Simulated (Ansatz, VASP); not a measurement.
# Two plane-wave programs on Nb4N

INCAR

```
PREC = Accurate ; ENCUT = 520
EDIFF = 1E-6 ; ISMEAR = 0
SIGMA = 0.1 ; LREAL = False
LASPH = True ; NELM = 150
ALGO = Normal ; ISIF = 2
LWAVE = False ; LCHARG = False
ISPIN = 2 ; MAGMOM = 0 0 0 0 3
LORBIT = 11 ; LMAXMIX = 4
LDIPOL = True ; IDIPOL = 3
DIPOL = 0.5 0.5 0.335 ; GGA = PE
NBANDS = 40
```

KPOINTS

```
Automatic mesh
0
Gamma
  8 8 1
```

File POSCAR:

```
Nb4N
1.0
    3.3111160015      0.0000000000      0.0000000000
    0.0000000000      3.3111160015      0.0000000000
    0.0000000000      0.0000000000     21.7993006655
Nb N
4 1
Direct
    0.5000000000      0.5000000000      0.1834921249
    0.0000000000      0.0000000000      0.2594375887
    0.5000000000      0.5000000000      0.3336918596
    0.0000000000      0.0000000000      0.4036505941
    0.2500000000      0.2500000000      0.4944791960
```

Input for Ansatz:

```yaml
crystal:
  lattice:
    - [3.3111160015, 0.0, 0.0]
    - [0.0, 3.3111160015, 0.0]
    - [0.0, 0.0, 21.7993006655]
  atoms:
    - { symbol: Nb, position: [0.5, 0.5, 0.1834921249] }
    - { symbol: Nb, position: [0.0, 0.0, 0.2594375887] }
    - { symbol: Nb, position: [0.5, 0.5, 0.3336918596] }
    - { symbol: Nb, position: [0.0, 0.0, 0.4036505941] }
    - { symbol: "N", position: [0.25, 0.25, 0.494479196], spin: 3.0 }
basis:
  ecutwfc: 420
kpoints:
  mp_grid: { grid: [8, 8, 1] }
hamiltonian:
  xc: pbe
scf:
  occupations: { method: gaussian, width: 0.1 }
output:
  forces: true
  eigenvalues: true
  populations: true
magnetization:
  spin_polarized: true
efield:
  axis: 3
  dipole_correction: true
  ramp_width: 0.04
```

Alike in both runs: task single point; functional PBE; k mesh 8 × 8 × 1; occupations gaussian, width 0.1 eV; collinear spin.

```csv
,VASP,Ansatz
version,VASP 6.6.1,Ansatz 0.2.0
potentials or method,"VASP PAW PBE potentials, release 64 (Nb_sv, N), cutoff 520 eV","scalar-relativistic, plane waves, PAW"
valence electrons in the cell,57,57
```

|  | VASP | Ansatz | Ansatz less VASP |
| --- | --- | --- | --- |
| gap on the k mesh at the Fermi level (eV) | none | none | - |
| rms of the force components (eV/Å) | 1.571 | 1.576 | +0.0054 |
| net moment per atom (μB) | 0.18 | 0.18 | -0.004 |
| size of the moment on the site where the two differ most (μB) | 1.04 | 1.28 | +0.243 |

Site moments also hang on the region over which each program counts them. Atom by atom the forces differ by 0.008 eV/Å (rms over components). A gap of «none» marks a metal or a gap that the smearing closes. Ansatz's warnings: stability check not made.
